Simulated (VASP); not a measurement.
# RbTl3Cd4 (P1) in VASP: notebook

Runs on RbTl3Cd4. Level: PBE. Tasks: single point.

Everything below comes from runs of VASP 6.6.1. Logs are shortened: lines on timing, memory, paths and dates and some standing lists are left out, and cuts for length are marked.

## 1. The cell of the first run

The typed cell holds 8 atoms: a = 4.490 Å, b = 4.460 Å, c = 13.053 Å, α = 77.30°, β = 97.81°, γ = 119.22°.

## 2. Single point, PBE

Input file INCAR:

```
SYSTEM = RbTl3Cd4
PREC = Accurate ; ENCUT = 520
EDIFF = 1E-6 ; ISMEAR = 1
SIGMA = 0.15 ; LREAL = .False.
LASPH = .True. ; NELM = 100
ALGO = Normal ; ISIF = 2
LWAVE = .False. ; LCHARG = .False.
GGA = PE ; NBANDS = 58
```

Input file KPOINTS:

```
regular mesh
0
Gamma
  4 4 2
  0 0 0
```

Input file POSCAR:

```
RbTl3Cd4
1.0
    4.4892780000      0.0378310000      0.0792390000
   -2.2118770000      3.8707930000      0.1161230000
   -2.0156590000      1.7725470000     12.7744580000
Rb Cd Tl
1 4 3
Direct
    0.5226933670      0.4902730272      0.4866424333
    0.0825693882      0.9461096170      0.2587202680
    0.9504453342      0.0799412081      0.7617286502
    0.2368977327      0.6532571790      0.9199736910
    0.6957922400      0.3042457583      0.0941149275
    0.2523765642      0.7509002602      0.6879326029
    0.8082131365      0.2605216036      0.3043305985
    0.9999103297      0.9552144803      0.0013764760
```

Potentials or basis: VASP PAW PBE potentials, release 64 (Rb_sv, Cd, Tl_d).

Started as:

```sh
cat potpaw_PBE.64/Rb_sv/POTCAR potpaw_PBE.64/Cd/POTCAR potpaw_PBE.64/Tl_d/POTCAR > POTCAR
mpirun -np 1 vasp_std > vasp.out
```

OUTCAR:

```text
SYSTEM = RbTl3Cd4
   PREC = Accurate
   ENCUT = 520
   EDIFF = 1E-6
   ISMEAR = 1
   LREAL = .False.
   LASPH = .True.
   NELM = 100
   ISIF = 2
   GGA = PE

 ion  position               nearest neighbor table
   1  0.523  0.490  0.487-   7 3.40   7 3.47   6 3.52   7 3.58   6 3.65   2 3.70   6 3.78   2 3.94
                             2 4.07   3 4.23   3 4.31   3 4.57
   2  0.083  0.946  0.259-   7 2.47   7 2.63   7 2.88   5 3.22   5 3.25   8 3.32   5 3.56   1 3.70
                             1 3.94   1 4.07
   3  0.950  0.080  0.762-   6 2.62   6 2.80   6 2.87   8 3.05   4 3.08   4 3.29   4 3.50   1 4.23
                             1 4.31   1 4.57
   4  0.237  0.653  0.920-   8 2.53   8 2.75   6 2.97   3 3.08   5 3.12   8 3.13   3 3.29   5 3.48
                             3 3.50   5 3.69
   5  0.696  0.304  0.094-   8 2.61   7 2.70   8 2.95   8 3.02   4 3.12   2 3.22   2 3.25   4 3.48
                             2 3.56   4 3.69
   6  0.252  0.751  0.688-   3 2.62   3 2.80   3 2.87   4 2.97   1 3.52   1 3.65   1 3.78
   7  0.808  0.261  0.304-   2 2.47   2 2.63   5 2.70   2 2.88   1 3.40   1 3.47   1 3.58
   8  1.000  0.955  0.001-   4 2.53   5 2.61   4 2.75   5 2.95   5 3.02   3 3.05   4 3.13   2 3.32

  LATTYP: Found a triclinic cell.
 ALAT       =     4.4596998624
 B/A-ratio  =     3.5456057198
 C/A-ratio  =     1.0068248468
 COS(alpha) =     0.0167802724
 COS(beta)  =     0.4881027931
 COS(gamma) =     0.5259588760

  Lattice vectors:

 A1 = (  -2.2118770000,   3.8707930000,   0.1161230000)
 A2 = (  -0.1306940000,   9.8776630000, -12.3468500000)
 A3 = (  -4.4892780000,  -0.0378310000,  -0.0792390000)

Analysis of symmetry for initial positions (statically):
=====================================================================
 Subroutine PRICEL returns:
 Original cell was already a primitive cell.

 Routine SETGRP: Setting up the symmetry group for a
 triclinic supercell.

 Subroutine GETGRP returns: Found  1 space group operations
 (whereof  1 operations were pure point group operations)
 out of a pool of  2 trial point group operations.

The static configuration has the point symmetry C_1 .

Analysis of symmetry for dynamics (positions and initial velocities):
=====================================================================
 Subroutine PRICEL returns:
 Original cell was already a primitive cell.

 Routine SETGRP: Setting up the symmetry group for a
 triclinic supercell.

 Subroutine GETGRP returns: Found  1 space group operations
 (whereof  1 operations were pure point group operations)
 out of a pool of  2 trial point group operations.

The dynamic configuration has the point symmetry C_1 .

 Subroutine INISYM returns: Found  1 space group operations
 (whereof  1 operations are pure point group operations),
 and found     1 'primitive' translations

----------------------------------------------------------------------------------------

                                     Primitive cell

  volume of cell :     222.4262

  direct lattice vectors                    reciprocal lattice vectors
     4.489278000  0.037831000  0.079239000     0.221383309  0.125980954  0.017450924
    -2.211877000  3.870793000  0.116123000    -0.001541256  0.258547829 -0.036118544
    -2.015659000  1.772547000 12.774458000    -0.001359214 -0.003131714  0.078501287

  length of vectors
     4.490136631  4.459699862 13.053412629     0.255316089  0.261063028  0.078575487

  position of ions in fractional coordinates (direct lattice)
     0.522693367  0.490273027  0.486642433
     0.082569388  0.946109617  0.258720268
     0.950445334  0.079941208  0.761728650
     0.236897733  0.653257179  0.919973691
     0.695792240  0.304245758  0.094114928
     0.252376564  0.750900260  0.687932603
     0.808213137  0.260521604  0.304330599
     0.999910330  0.955214480  0.001376476

  ion indices of the primitive-cell ions
   primitive index   ion index
                 1           1
                 2           2
                 3           3
                 4           4
                 5           5
                 6           6
                 7           7
                 8           8

----------------------------------------------------------------------------------------

 KPOINTS: regular mesh

Automatic generation of k-mesh.
 Grid dimensions read from file:
 generate k-points for:    4    4    2

 Generating k-lattice:

  Cartesian coordinates                     Fractional coordinates (reciprocal lattice)
     0.055345827  0.031495239  0.004362731     0.250000000  0.000000000  0.000000000
    -0.000385314  0.064636957 -0.009029636    -0.000000000  0.250000000  0.000000000
    -0.000679607 -0.001565857  0.039250644     0.000000000 -0.000000000  0.500000000

  Length of vectors
     0.063829022  0.065265757  0.039287744

  Shift w.r.t. Gamma in fractional coordinates (k-lattice)
     0.000000000  0.000000000  0.000000000

 Subroutine IBZKPT returns following result:
 ===========================================

 Found     20 irreducible k-points:

 Following reciprocal coordinates:
            Coordinates               Weight
  0.000000  0.000000  0.000000      1.000000
  0.250000 -0.000000 -0.000000      2.000000
  0.500000 -0.000000 -0.000000      1.000000
  0.000000  0.250000 -0.000000      2.000000
  0.250000  0.250000 -0.000000      2.000000
  0.500000  0.250000 -0.000000      2.000000
[... 12 lines left out ...]
  0.250000  0.500000  0.500000      2.000000
  0.500000  0.500000  0.500000      1.000000
   k-points           NKPTS =     20   k-points in BZ     NKDIM =     20   number of bands    NBANDS=     58
   number of dos      NEDOS =    301   number of ions     NIONS =      8
   total plane-waves  NPLWV = 127008
   dimension x,y,z NGX =    36 NGY =   36 NGZ =   98
   dimension x,y,z NGXF=    72 NGYF=   72 NGZF=  196
   ions per type =               1   4   3
   NGX,Y,Z   is equivalent  to a cutoff of  13.33, 13.42, 12.48 a.u.
   NGXF,Y,Z  is equivalent  to a cutoff of  26.66, 26.84, 24.96 a.u.
 SYSTEM =  RbTl3Cd4
   PREC   = accura    normal or accurate (medium, high low for compatibility)
   ISTART =      0    job   : 0-new  1-cont  2-samecut
   ICHARG =      2    charge: 1-file 2-atom 10-const
   ISPIN  =      1    spin polarized calculation?
   LNONCOLLINEAR =      F non collinear calculations
   LSORBIT =      F    spin-orbit coupling
   LASPH  =      T    aspherical Exc in radial PAW
   ENCUT  =  520.0 eV  38.22 Ry    6.18 a.u.   8.35  8.29 24.27*2*pi/ulx,y,z
   NELM   =    100;   NELMIN=  2; NELMDL= -5     # of ELM steps
   EDIFF  = 0.1E-05   stopping-criterion for ELM
   LREAL  =      F    real-space projection
   EDIFFG = 0.1E-04   stopping-criterion for IOM
   NSW    =      0    number of steps for IOM
   IBRION =     -1    ionic relax: 0-MD 1-quasi-New 2-CG
   NFREE  =      0    steps in history (QN), initial steepest desc. (CG)
   ISIF   =      2    stress and relaxation
   ISYM   =      2    0-nonsym 1-usesym 2-fastsym
   POTIM  = 0.5000    time-step for ionic-motion
   TEBEG  =    0.0;   TEEND  =   0.0 temperature during run
   PSTRESS=    0.0 pullay stress
   NELECT =      96.0000    total number of electrons
   NUPDOWN=      -1.0000    fix difference up-down
   EMIN   =  10.00;   EMAX   =-10.00  energy-range for DOS
   EFERMI =   0.00;   METHOD = LEGACY
   ISMEAR =     1;   SIGMA  =   0.15  broadening in eV -4-tet -1-fermi 0-gaus
   EFERMI_NEDOS =   21; number of points for ismear=-14 and -15
   IALGO  =     38    algorithm
   IMIX   =      4    mixing-type and parameters
     AMIX     =   0.40;   BMIX     =  1.00
     AMIX_MAG =   1.60;   BMIX_MAG =  1.00
  volume/ion in A,a.u.               =      27.80       187.63
  Fermi-wavevector in a.u.,A,eV,Ry     =   1.237191  2.337951 20.825628  1.530640
  Thomas-Fermi vector in A             =   2.371768
   LORBIT       =      0    0 simple, 1 ext, 2 COOP (PROOUT), +10 PAW based schemes
   GGA     = PE    functional components
   LHFCALC =     F    Hartree Fock is set to
   AEXX    =    0.0000 exact exchange contribution
   IVDW    =     0    specifies the selected vdW correction
   LEPSILON=     F    determine dielectric tensor
   LRPA    =     F    only Hartree local field effects (RPA)
 non-spin polarized calculation
 Methfessel and Paxton  Order N= 1 SIGMA  =   0.15
  energy-cutoff  :      520.00
  volume of cell :      222.43
 maximum number of plane-waves:      6021
 NGX is ok and might be reduce to    36
   NGX = 17   NGY = 17   NGZ = 49

 number of electron      96.0000002 magnetization

 Free energy of the ion-electron system (eV)
  ---------------------------------------------------
  ext. energy  EPLUGINS =         0.00000000
  ---------------------------------------------------
  free energy    TOTEN  =        -7.53385501 eV

  energy without entropy =       -7.53762819  energy(sigma->0) =       -7.53511273

 E-fermi :   3.7173     XC(G=0):  -9.6747

 val. band max:        3.6587249106   @ k =   0.2500   0.2500   0.5000
 cond. band min:       3.7511697484   @ k =   0.2500   0.2500  -0.0000
 fundamental gap:      0.0924448379
 Fermi energy:         3.7172563819

 k-point     1 :       0.0000    0.0000    0.0000
  band No.  band energies     occupation
      1     -23.8548      2.00000
      2      -8.9090      2.00000
      3      -8.8276      2.00000
      4      -8.6304      2.00000
      5      -8.5540      2.00000
      6      -8.5235      2.00000
[... 50 lines left out ...]
     57       8.1818      0.00000
     58       8.4867      0.00000

 k-point     2 :       0.2500   -0.0000   -0.0000
  band No.  band energies     occupation
      1     -23.8479      2.00000
      2      -8.8986      2.00000
      3      -8.8324      2.00000
      4      -8.6518      2.00000
      5      -8.5466      2.00000
      6      -8.4940      2.00000
[... 50 lines left out ...]
     57       8.0042      0.00000
     58       9.1214      0.00000
[... 1035 lines left out ...]
     57       8.9159      0.00000
     58       9.0171      0.00000

 k-point    20 :       0.5000    0.5000    0.5000
  band No.  band energies     occupation
      1     -23.8395      2.00000
      2      -8.9623      2.00000
      3      -8.8017      2.00000
      4      -8.7654      2.00000
      5      -8.5858      2.00000
      6      -8.5323      2.00000
[... 50 lines left out ...]
     57       8.5308      0.00000
     58       8.8318      0.00000

------------------------ aborting loop because EDIFF is reached ----------------------------------------

  FORCE on cell =-STRESS in cart. coord.  units (eV):
  Direction    XX          YY          ZZ          XY          YZ          ZX
  --------------------------------------------------------------------------------------
  -------------------------------------------------------------------------------------
  Total       14.8622981     21.0983523     14.0784438     -6.4919757     -1.7714847     -4.1690845
  in kB      107.0558982    151.9753568    101.4096500    -46.7629087    -12.7603338    -30.0306914
  external PRESSURE =     120.1469683 kB  Pullay stress =       0.0000000 kB

 VOLUME and BASIS-vectors are now :
 -----------------------------------------------------------------------------
  energy-cutoff  :      520.00
  volume of cell :      222.43
      direct lattice vectors                 reciprocal lattice vectors
     4.489278000  0.037831000  0.079239000     0.221383309  0.125980954  0.017450924
    -2.211877000  3.870793000  0.116123000    -0.001541256  0.258547829 -0.036118544
    -2.015659000  1.772547000 12.774458000    -0.001359214 -0.003131714  0.078501287

 POSITION                                       TOTAL-FORCE (eV/Angst)
 -----------------------------------------------------------------------------------
      0.28119      2.78012      6.31494        -0.150112      0.054999      0.535305
     -2.24349      4.12391      3.42142         2.276874     -0.417477     -1.020305
      2.55461      1.69559      9.81527        -0.309139     -0.959603      0.199620
     -2.23578      4.16828     11.84679         1.945236     -0.466698     -1.333625
      2.26095      1.37082      1.29273        -0.167068     -1.565241     -0.117830
     -1.91455      4.13552      8.89516         0.215116      0.936753     -0.783289
      2.43863      1.57844      3.98195        -2.038359      0.478666      1.843493
      2.37328      3.73770      0.20774        -1.772547      1.938601      0.676631
 -----------------------------------------------------------------------------------
    total drift:                                0.000874     -0.000335     -0.000183

  FREE ENERGIE OF THE ION-ELECTRON SYSTEM (eV)
  ---------------------------------------------------
  free  energy   TOTEN  =        -7.5338550070 eV

  energy  without entropy=       -7.5376281874  energy(sigma->0) =       -7.53511273
```

Wall time 2.2 min (1 thread of Intel Xeon 6975P-C (Granite Rapids), shared host); peak memory 0.47 GiB.

Results:

```
Free energy            : -7.5339 eV
Pressure               : 12.0 GPa
Largest force          : 2.790 eV/Å
Band gap on the k mesh : zero (bands 48 and 49 overlap by 2.45 eV)
```

Forces in eV/Å, atoms in the order of the input:
```
Rb  -0.150  0.055  0.535
Cd   2.277 -0.417 -1.020
Cd  -0.309 -0.960  0.200
Cd   1.945 -0.467 -1.334
Cd  -0.167 -1.565 -0.118
Tl   0.215  0.937 -0.783
Tl  -2.038  0.479  1.843
Tl  -1.773  1.939  0.677
```

Levels at points of the mesh, in eV from the Fermi level:
```
           k point  band 44  band 45  band 46  band 47  band 48  band 49  band 50  band 51  band 52  band 53
(0.00, 0.00, 0.00)    -2.14     1.24     1.73     1.83     1.90     2.21     2.22     2.42     2.68     3.29
(0.50, 0.00, 0.00)    -3.47    -3.15    -1.57    -0.85    -0.65     0.47     0.71     1.32     1.44     2.24
(0.00, 0.50, 0.00)    -4.12    -3.10    -1.39    -1.04    -0.63     0.13     0.61     1.33     1.76     2.62
(0.50, 0.50, 0.00)    -3.78    -3.24    -1.34    -1.17    -0.72     0.24     1.07     1.31     1.64     1.74
(0.00, 0.00, 0.50)    -1.26     0.26     1.20     1.85     1.93     2.24     2.39     2.64     3.02     3.29
(0.50, 0.00, 0.50)    -3.38    -3.18    -1.51    -1.17    -0.63     0.36     1.34     1.52     1.62     1.81
(0.00, 0.50, 0.50)    -3.98    -3.33    -1.51    -0.91    -0.60     0.45     0.57     1.49     1.60     1.98
(0.50, 0.50, 0.50)    -3.88    -3.14    -1.35    -1.01    -0.73     0.32     0.45     1.16     1.65     2.26
```

Caveat: the k points lie up to 0.41 Å⁻¹ apart, too coarse for converged energies and pressures of a metal; spin-orbit coupling is left out, which moves the levels of the heavy elements; forces of over 1 eV/Å act on the atoms, so gaps and moduli don't describe the material at rest.

(Continued in part 2 of 2.)
